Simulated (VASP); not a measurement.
Wanted: the native input for a VASP 6.6.1 run.

| Quantity | Value |
| --- | --- |
| Task | relaxation of cell and atoms |
| Functional | PBE |
| Potentials or basis | VASP PAW PBE potentials, release 64 (As) |
| Cutoff | 600 eV |
| k mesh | 9 × 9 × 9 |
| Occupations | fermi-dirac, width 0.05 eV |
| Spin | no spin polarisation |
| Target pressure | 5 GPa |
| Dipole correction | no |
| Further INCAR settings | ALGO = Normal; EDIFF = 1e-07; IBRION = 2; EDIFFG = -0.01; NSW = 60; ISIF = 3 |

The structure of As lies in POSCAR:

```
As
1.0
    1.8807968987      1.0858785957      3.5140619945
   -1.8807968987      1.0858785957      3.5140619945
    0.0000000000     -2.1717571915      3.5140619945
As
2
Direct
    0.2260000000      0.2260000000      0.2260000000
    0.7740000000      0.7740000000      0.7740000000
```

The input as run:

INCAR

```
  PREC = Accurate
  ENCUT = 600
  EDIFF = 1E-7
  ISMEAR = -1
  SIGMA = 0.05
  LREAL = False
  LASPH = True
  NELM = 100
  ALGO = Normal
  ISIF = 3
  LWAVE = False
  LCHARG = False
  GGA = PE
  IBRION = 2
  NSW = 60
  EDIFFG = -0.01
  PSTRESS = 50.0
```

KPOINTS

```
regular mesh
0
Gamma
  9 9 9
```

Potentials or basis: VASP PAW PBE potentials, release 64 (As).

Command:

```sh
$ cat potpaw_PBE.64/As/POTCAR > POTCAR
$ mpirun -np 1 vasp_std > vasp.out
```

It gave:

```yaml
Relaxed_volume: 20.42 Å³/atom
Relaxed_cell: a = 3.964 Å, b = 3.964 Å, c = 3.964 Å, α = 56.83°, β = 56.83°, γ = 56.83°
Space_group_after_relaxing_to_0.05_Å: R-3m (No. 166)
Energy_change_on_relaxing_the_enthalpy_is_what_falls: +14.0 meV/atom
Ionic_steps: 9
Pressure_after_relaxing: 5.0 GPa
Band_gap_on_the_k_mesh: 0.07 eV, indirect (least direct gap 0.60 eV)
```

Caveat: the cell is relaxed towards a set pressure, so the enthalpy falls and the energy may rise.

It took 3.2 min on 1 thread of Intel(R) Xeon(R) Platinum 8488C (Sapphire Rapids) (shared host), peak memory 0.23 GiB.
